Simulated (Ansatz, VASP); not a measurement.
WC: VASP beside Ansatz

```xyz
10
Lattice="2.8276 0.0000 0.0000 0.0000 2.8984 0.0000 0.0000 0.0000 25.8771" Properties=species:S:1:pos:R:3 pbc="T T T"
C     1.4138    0.0000    7.5000
C     1.4138    1.4492   10.0101
C     1.4138    0.0000   12.5202
C     1.4138    1.4492   15.0303
C     1.4138    0.0000   17.5404
W     0.0000    1.4492    8.3367
W     0.0000    0.0000   10.8468
W     0.0000    1.4492   13.3569
W     0.0000    0.0000   15.8670
W     0.0000    1.4492   18.3771
```

Alike in both runs: task single point; functional PBEsol; k mesh 12 × 12 × 1; occupations gaussian, width 0.1 eV; no spin polarisation.

|  | VASP | Ansatz |
| --- | --- | --- |
| version | VASP 6.6.1 | Ansatz 0.2.0 |
| potentials or method | VASP PAW PBE potentials, release 64 (C, W_sv), cutoff 520 eV | scalar-relativistic, plane waves, PAW |
| valence electrons in the cell | 90 | 90 |

|  | VASP | Ansatz | Ansatz less VASP |
| --- | --- | --- | --- |
| gap on the k mesh at the Fermi level (eV) | none | none | - |
| rms of the force components (eV/Å) | 0.692 | 0.697 | +0.0052 |

VASP's potentials were made for PBE, not for PBEsol. A gap of «none» marks a metal or a gap that the smearing closes. The functional is the same, so the differences come from potentials, cutoffs and numerics. Ansatz's warnings: xc potential rough in thin density.

Spin-orbit coupling is off throughout.
